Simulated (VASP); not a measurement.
# Zn (C2/m) in VASP: a series of runs

The runs below take Zn through single point, with PBEsol.

Everything below comes from runs of VASP 6.6.1. Logs are shortened: lines on timing, memory, paths and dates and some standing lists are left out, and cuts for length are marked.

### Step 1. The cell of the first run

Symmetry: C2/m, No. 12, monoclinic system. Conventional cell: a = 4.536 Å, b = 2.617 Å, c = 7.187 Å, α = 90.00°, β = 102.80°, γ = 90.00°. Within 3.5 Å of Zn (site symmetry m) lie 12 Zn at 2.62 to 2.80 Å. Zn (site symmetry 2/m) has 12 Zn at 2.62 to 2.80 Å within 3.5 Å.

### Step 2. Single point, PBEsol

Contents of INCAR:

```
SYSTEM = Zn
PREC = Accurate
ENCUT = 520
EDIFF = 1E-6
ISMEAR = -1
SIGMA = 0.05
LREAL = .FALSE.
LASPH = .TRUE.
NELM = 60
ALGO = Normal
ISIF = 2
LWAVE = .FALSE.
LCHARG = .FALSE.
GGA = PS
NBANDS = 25
```

Contents of KPOINTS:

```
regular mesh
0
G
  10 10 3
  0 0 0
```

Contents of POSCAR:

```
Zn
1.0
    2.2681701736     -1.3084870100      0.0000000000
    2.2681701736      1.3084870100      0.0000000000
   -1.5917165425      0.0000000000      7.0083918642
Zn
3
Direct
    0.7780178600      0.7780178600      0.3345049800
    0.2219821400      0.2219821400      0.6654950200
    0.0000000000      0.0000000000      0.0000000000
```

Potentials or basis: VASP PAW PBE potentials, release 64 (Zn).

The run is started by

```
cat potpaw_PBE.64/Zn/POTCAR > POTCAR
mpirun -np 1 vasp_std > vasp.out
```

OUTCAR:

```text
SYSTEM = Zn
   PREC = Accurate
   ENCUT = 520
   EDIFF = 1E-6
   ISMEAR = -1
   LREAL = .FALSE.
   LASPH = .TRUE.
   NELM = 60
   ISIF = 2
   GGA = PS

 ion  position               nearest neighbor table
   1  0.778  0.778  0.335-   2 2.76   2 2.78   2 2.78   3 2.78   3 2.78   3 2.80
   2  0.222  0.222  0.665-   1 2.76   1 2.78   1 2.78   3 2.78   3 2.78   3 2.80
   3  0.000  0.000  0.000-   1 2.78   1 2.78   2 2.78   2 2.78   1 2.80   2 2.80

  LATTYP: Found a base centered monoclinic cell.
 ALAT       =     4.5363403472
 B/A-ratio  =     0.5768910222
 C/A-ratio  =     1.5842883646
 COS(beta)  =    -0.2214755895

  Lattice vectors:

 A1 = (   2.2681701736,  -1.3084870100,   0.0000000000)
 A2 = (   2.2681701736,   1.3084870100,   0.0000000000)
 A3 = (  -1.5917165425,   0.0000000000,   7.0083918642)

Analysis of symmetry for initial positions (statically):
=====================================================================
 Subroutine PRICEL returns:
 Original cell was already a primitive cell.

 Routine SETGRP: Setting up the symmetry group for a
 base centered monoclinic supercell.

 Subroutine GETGRP returns: Found  4 space group operations
 (whereof  4 operations were pure point group operations)
 out of a pool of  4 trial point group operations.

The static configuration has the point symmetry C_2h.

Analysis of symmetry for dynamics (positions and initial velocities):
=====================================================================
 Subroutine PRICEL returns:
 Original cell was already a primitive cell.

 Routine SETGRP: Setting up the symmetry group for a
 base centered monoclinic supercell.

 Subroutine GETGRP returns: Found  4 space group operations
 (whereof  4 operations were pure point group operations)
 out of a pool of  4 trial point group operations.

The dynamic configuration has the point symmetry C_2h.

 Subroutine INISYM returns: Found  4 space group operations
 (whereof  4 operations are pure point group operations),
 and found     1 'primitive' translations

----------------------------------------------------------------------------------------

                                     Primitive cell

  volume of cell :      41.6000

  direct lattice vectors                    reciprocal lattice vectors
[... 79 lines left out ...]
 SYSTEM =  Zn
   PREC   = accura    normal or accurate (medium, high low for compatibility)
   ISTART =      0    job   : 0-new  1-cont  2-samecut
   ICHARG =      2    charge: 1-file 2-atom 10-const
   ISPIN  =      1    spin polarized calculation?
   LNONCOLLINEAR =      F non collinear calculations
   LSORBIT =      F    spin-orbit coupling
   LASPH  =      T    aspherical Exc in radial PAW
   ENCUT  =  520.0 eV  38.22 Ry    6.18 a.u.   4.87  4.87 13.36*2*pi/ulx,y,z
   NELM   =     60;   NELMIN=  2; NELMDL= -5     # of ELM steps
   EDIFF  = 0.1E-05   stopping-criterion for ELM
   LREAL  =      F    real-space projection
   EDIFFG = 0.1E-04   stopping-criterion for IOM
   NSW    =      0    number of steps for IOM
   IBRION =     -1    ionic relax: 0-MD 1-quasi-New 2-CG
   NFREE  =      0    steps in history (QN), initial steepest desc. (CG)
   ISIF   =      2    stress and relaxation
   ISYM   =      2    0-nonsym 1-usesym 2-fastsym
   POTIM  = 0.5000    time-step for ionic-motion
   TEBEG  =    0.0;   TEEND  =   0.0 temperature during run
   PSTRESS=    0.0 pullay stress
   NELECT =      36.0000    total number of electrons
   NUPDOWN=      -1.0000    fix difference up-down
   EMIN   =  10.00;   EMAX   =-10.00  energy-range for DOS
   EFERMI =   0.00;   METHOD = LEGACY
   ISMEAR =    -1;   SIGMA  =   0.05  broadening in eV -4-tet -1-fermi 0-gaus
   EFERMI_NEDOS =   21; number of points for ismear=-14 and -15
   IALGO  =     38    algorithm
   IMIX   =      4    mixing-type and parameters
     AMIX     =   0.40;   BMIX     =  1.00
     AMIX_MAG =   1.60;   BMIX_MAG =  1.00
  volume/ion in A,a.u.               =      13.87        93.58
  Fermi-wavevector in a.u.,A,eV,Ry     =   1.560072  2.948108 33.114177  2.433823
  Thomas-Fermi vector in A             =   2.663337
   LORBIT       =      0    0 simple, 1 ext, 2 COOP (PROOUT), +10 PAW based schemes
   GGA     = PS    functional components
   LHFCALC =     F    Hartree Fock is set to
   AEXX    =    0.0000 exact exchange contribution
   IVDW    =     0    specifies the selected vdW correction
   LEPSILON=     F    determine dielectric tensor
   LRPA    =     F    only Hartree local field effects (RPA)
 non-spin polarized calculation
  energy-cutoff  :      520.00
  volume of cell :       41.60
 maximum number of plane-waves:      1137
   NGX =  9   NGY =  9   NGZ = 27

 number of electron      35.9999980 magnetization

 Free energy of the ion-electron system (eV)
  ---------------------------------------------------
  ext. energy  EPLUGINS =         0.00000000
  ---------------------------------------------------
  free energy    TOTEN  =        -4.76376002 eV

  energy without entropy =       -4.75738737  energy(sigma->0) =       -4.76057369

 E-fermi :   3.7593     XC(G=0): -12.2010

 val. band max:        3.7439009916   @ k =  -0.4000   0.5000   0.3333
 cond. band min:       3.7951183451   @ k =   0.4000   0.1000   0.3333
 fundamental gap:      0.0512173535
 Fermi energy:         3.7592700480

 k-point     1 :       0.0000    0.0000    0.0000
  band No.  band energies     occupation
      1      -7.5468      2.00000
      2      -5.4916      2.00000
      3      -5.4891      2.00000
      4      -4.4652      2.00000
      5      -4.2659      2.00000
      6      -4.2643      2.00000
[... 661 lines left out ...]
     24      13.3290      0.00000
     25      13.8688      0.00000

 [... further k-points ...]
[... 5 lines left out ...]
  --------------------------------------------------------------------------------------
  -------------------------------------------------------------------------------------
  Total        0.4861669      0.1357684      1.1925958      0.0000000      0.0000000     -0.2436982
  in kB       18.7241670      5.2289672     45.9314785      0.0000000      0.0000000     -9.3857599
  external PRESSURE =      23.2948709 kB  Pullay stress =       0.0000000 kB

 VOLUME and BASIS-vectors are now :
 -----------------------------------------------------------------------------
  energy-cutoff  :      520.00
  volume of cell :       41.60
      direct lattice vectors                 reciprocal lattice vectors
     2.268170174 -1.308487010  0.000000000     0.220442013 -0.382120721  0.050065865
     2.268170174  1.308487010  0.000000000     0.220442013  0.382120721  0.050065865
    -1.591716542  0.000000000  7.008391864     0.000000000  0.000000000  0.142686085

 POSITION                                       TOTAL-FORCE (eV/Angst)
 -----------------------------------------------------------------------------------
      2.99692      0.00000      2.34434        -0.010979     -0.000000     -0.012437
     -0.05229      0.00000      4.66405         0.010979     -0.000000      0.012437
      0.00000      0.00000      0.00000         0.000000      0.000000      0.000000
 -----------------------------------------------------------------------------------
    total drift:                                0.000000     -0.000000      0.000000

  FREE ENERGIE OF THE ION-ELECTRON SYSTEM (eV)
  ---------------------------------------------------
  free  energy   TOTEN  =        -4.7637600154 eV

  energy  without entropy=       -4.7573873741  energy(sigma->0) =       -4.76057369
```

OSZICAR:

```text
N       E                     dE             d eps       ncg     rms          rms(c)
DAV:   1     0.192141530258E+03    0.19214E+03   -0.18394E+04  4468   0.236E+03
DAV:   2     0.460813830534E+01   -0.18753E+03   -0.18136E+03  4316   0.358E+02
DAV:   3    -0.519876120532E+01   -0.98069E+01   -0.97423E+01  4770   0.946E+01
DAV:   4    -0.527948245757E+01   -0.80721E-01   -0.80684E-01  5028   0.902E+00
DAV:   5    -0.527959379598E+01   -0.11134E-03   -0.11134E-03  4870   0.284E-01    0.617E+00
DAV:   6    -0.479907589325E+01    0.48052E+00   -0.21434E+00  4916   0.278E+01    0.437E+00
DAV:   7    -0.477556441486E+01    0.23511E-01   -0.81669E-02  5102   0.452E+00    0.229E+00
DAV:   8    -0.476385340751E+01    0.11711E-01   -0.37909E-03  5629   0.134E+00    0.927E-02
DAV:   9    -0.476376903055E+01    0.84377E-04   -0.57959E-04  5890   0.759E-01    0.352E-02
DAV:  10    -0.476376065589E+01    0.83747E-05   -0.14775E-04  5348   0.177E-01    0.182E-02
DAV:  11    -0.476375998354E+01    0.67236E-06   -0.31964E-05  4522   0.111E-01    0.454E-03
DAV:  12    -0.476376001537E+01   -0.31828E-07   -0.27981E-06  3655   0.454E-02
   1 F= -.47637600E+01 E0= -.47605737E+01  d E =-.637264E-02
```

It took 33 s on 1 thread of Intel Xeon 6975P-C (Granite Rapids), shared host; peak memory 0.19 GiB.

What came out:

| Item | Value |
| --- | --- |
| Free energy | -4.7638 eV |
| Pressure | 2.3 GPa |
| Largest force | 0.017 eV/Å |
| Band gap on the k mesh | zero (bands 18 and 19 overlap by 2.80 eV) |

Forces on the atoms (eV/Å):
```
Zn  -0.011  0.000 -0.012
Zn   0.011  0.000  0.012
Zn   0.000  0.000  0.000
```

Stress tensor (GPa, compression positive):
```
 1.87  0.00 -0.94
 0.00  0.52  0.00
-0.94  0.00  4.59
```

Caveat: the PAW data sets were made with another functional, which shifts forces and pressure a little.

### Step 3. Single point, PBEsol

This run uses another cell than the first one, of 14.16 Å³/atom.

Contents of INCAR:

```
SYSTEM = Zn
PREC = Accurate
ENCUT = 520
EDIFF = 1E-6
ISMEAR = -1
SIGMA = 0.05
LREAL = .False.
LASPH = .True.
NELM = 80
ALGO = Normal
ISIF = 2
LWAVE = .False.
LCHARG = .False.
GGA = PS
NBANDS = 25
```

Contents of KPOINTS:

```
regular mesh
0
Gamma
  10 10 3
  0 0 0
```

Edit POSCAR of step 2 so:

```diff
@@ -4,3 +4,3 @@
     2.2681701736      1.3084870100      0.0000000000
-   -1.5917165425      0.0000000000      7.0083918642
+   -1.5917165425      0.0000000000      7.1544000281
 Zn
```

Potentials or basis: VASP PAW PBE potentials, release 64 (Zn).

The run is started by

```
cat potpaw_PBE.64/Zn/POTCAR > POTCAR
mpirun -np 1 vasp_std > vasp.out
```

OUTCAR:

```text
SYSTEM = Zn
   PREC = Accurate
   ENCUT = 520
   EDIFF = 1E-6
   ISMEAR = -1
   LREAL = .False.
   LASPH = .True.
   NELM = 80
   ISIF = 2
   GGA = PS

 ion  position               nearest neighbor table
   1  0.778  0.778  0.335-   2 2.80   2 2.82   2 2.82   3 2.82   3 2.82   3 2.85
   2  0.222  0.222  0.665-   1 2.80   1 2.82   1 2.82   3 2.82   3 2.82   3 2.85
   3  0.000  0.000  0.000-   1 2.82   1 2.82   2 2.82   2 2.82   1 2.85   2 2.85

  LATTYP: Found a base centered monoclinic cell.
 ALAT       =     4.5363403472
 B/A-ratio  =     0.5768910222
 C/A-ratio  =     1.6156911057
 COS(beta)  =    -0.2171709668

  Lattice vectors:

 A1 = (   2.2681701736,  -1.3084870100,   0.0000000000)
 A2 = (   2.2681701736,   1.3084870100,   0.0000000000)
 A3 = (  -1.5917165425,   0.0000000000,   7.1544000281)

Analysis of symmetry for initial positions (statically):
=====================================================================
 Subroutine PRICEL returns:
 Original cell was already a primitive cell.

 Routine SETGRP: Setting up the symmetry group for a
 base centered monoclinic supercell.

 Subroutine GETGRP returns: Found  4 space group operations
 (whereof  4 operations were pure point group operations)
 out of a pool of  4 trial point group operations.

The static configuration has the point symmetry C_2h.

Analysis of symmetry for dynamics (positions and initial velocities):
=====================================================================
 Subroutine PRICEL returns:
 Original cell was already a primitive cell.

 Routine SETGRP: Setting up the symmetry group for a
 base centered monoclinic supercell.

 Subroutine GETGRP returns: Found  4 space group operations
 (whereof  4 operations were pure point group operations)
 out of a pool of  4 trial point group operations.

The dynamic configuration has the point symmetry C_2h.
[... 109 lines left out ...]
   POTIM  = 0.5000    time-step for ionic-motion
   TEBEG  =    0.0;   TEEND  =   0.0 temperature during run
   PSTRESS=    0.0 pullay stress
   NELECT =      36.0000    total number of electrons
   NUPDOWN=      -1.0000    fix difference up-down
   EMIN   =  10.00;   EMAX   =-10.00  energy-range for DOS
   EFERMI =   0.00;   METHOD = LEGACY
   ISMEAR =    -1;   SIGMA  =   0.05  broadening in eV -4-tet -1-fermi 0-gaus
   EFERMI_NEDOS =   21; number of points for ismear=-14 and -15
   IALGO  =     38    algorithm
   IMIX   =      4    mixing-type and parameters
     AMIX     =   0.40;   BMIX     =  1.00
     AMIX_MAG =   1.60;   BMIX_MAG =  1.00
  volume/ion in A,a.u.               =      14.16        95.53
  Fermi-wavevector in a.u.,A,eV,Ry     =   1.549386  2.927915 32.662097  2.400596
  Thomas-Fermi vector in A             =   2.654200
   LORBIT       =      0    0 simple, 1 ext, 2 COOP (PROOUT), +10 PAW based schemes
   GGA     = PS    functional components
   LHFCALC =     F    Hartree Fock is set to
   AEXX    =    0.0000 exact exchange contribution
   IVDW    =     0    specifies the selected vdW correction
   LEPSILON=     F    determine dielectric tensor
   LRPA    =     F    only Hartree local field effects (RPA)
 non-spin polarized calculation
  energy-cutoff  :      520.00
  volume of cell :       42.47
 maximum number of plane-waves:      1163
   NGX =  9   NGY =  9   NGZ = 27

 number of electron      35.9999999 magnetization

 Free energy of the ion-electron system (eV)
  ---------------------------------------------------
  ext. energy  EPLUGINS =         0.00000000
  ---------------------------------------------------
  free energy    TOTEN  =        -4.78111848 eV

  energy without entropy =       -4.77539002  energy(sigma->0) =       -4.77825425

 E-fermi :   3.5251     XC(G=0): -12.0861

 val. band max:        3.4982148223   @ k =  -0.1000   0.2000   0.3333
 cond. band min:       3.5258249174   @ k =   0.5000   0.0000   0.3333
 fundamental gap:      0.0276100951
 Fermi energy:         3.5250976904

 k-point     1 :       0.0000    0.0000    0.0000
  band No.  band energies     occupation
      1      -7.5340      2.00000
      2      -5.5964      2.00000
      3      -5.5931      2.00000
      4      -4.6024      2.00000
      5      -4.3747      2.00000
      6      -4.3727      2.00000
[... 661 lines left out ...]
     24      12.8402      0.00000
     25      13.5893      0.00000

 [... further k-points ...]
[... 5 lines left out ...]
  --------------------------------------------------------------------------------------
  -------------------------------------------------------------------------------------
  Total        0.0207292     -0.1353276      0.5026979      0.0000000      0.0000000     -0.2375331
  in kB        0.7820694     -5.1056240     18.9657231      0.0000000      0.0000000     -8.9616198
  external PRESSURE =       4.8807228 kB  Pullay stress =       0.0000000 kB

 VOLUME and BASIS-vectors are now :
 -----------------------------------------------------------------------------
  energy-cutoff  :      520.00
  volume of cell :       42.47
      direct lattice vectors                 reciprocal lattice vectors
     2.268170174 -1.308487010  0.000000000     0.220442013 -0.382120721  0.049044112
     2.268170174  1.308487010  0.000000000     0.220442013  0.382120721  0.049044112
    -1.591716542  0.000000000  7.154400028     0.000000000  0.000000000  0.139774124

 POSITION                                       TOTAL-FORCE (eV/Angst)
 -----------------------------------------------------------------------------------
      2.99692      0.00000      2.39318        -0.003688      0.000000     -0.007709
     -0.05229      0.00000      4.76122         0.003688      0.000000      0.007709
      0.00000      0.00000      0.00000         0.000000      0.000000      0.000000
 -----------------------------------------------------------------------------------
    total drift:                                0.000000     -0.000000      0.000000

  FREE ENERGIE OF THE ION-ELECTRON SYSTEM (eV)
  ---------------------------------------------------
  free  energy   TOTEN  =        -4.7811184754 eV

  energy  without entropy=       -4.7753900178  energy(sigma->0) =       -4.77825425
```

stdout:

```text
POSCAR found type information on POSCAR Zn
 POSCAR found :  1 types and       3 ions
 scaLAPACK will be used
 -----------------------------------------------------------------------------
|                                                                             |
|                                                                             |
|     You enforced a specific xc type in the INCAR file but a different       |
|     I HOPE YOU KNOW WHAT YOU ARE DOING!                                     |
|                                                                             |
 -----------------------------------------------------------------------------

 LDA part: xc-table for (Slater+PW92), standard interpolation
 POSCAR, INCAR and KPOINTS ok, starting setup
 FFT: planning ... GRIDC
 FFT: planning ... GRID_SOFT
 FFT: planning ... GRID
 WAVECAR not read
 entering main loop
```

Run time: 33 s. Hardware: 1 thread of Intel Xeon 6975P-C (Granite Rapids), shared host; peak memory 0.2 GiB.

Results:

```
Free energy            : -4.7811 eV
Pressure               : 0.5 GPa
Largest force          : 0.009 eV/Å
Band gap on the k mesh : zero (bands 18 and 19 overlap by 3.01 eV)
```

Forces in eV/Å, atoms in the order of the input:
```
Zn  -0.004  0.000 -0.008
Zn   0.004  0.000  0.008
Zn   0.000  0.000  0.000
```

Stress tensor (GPa, compression positive):
```
 0.08  0.00 -0.90
 0.00 -0.51  0.00
-0.90  0.00  1.90
```

Caveat: the PAW data sets were made with another functional, which shifts forces and pressure a little.

[end of part 1 of 2]

The gap in the log of VASP goes by the Fermi energy; the results here count the filled bands.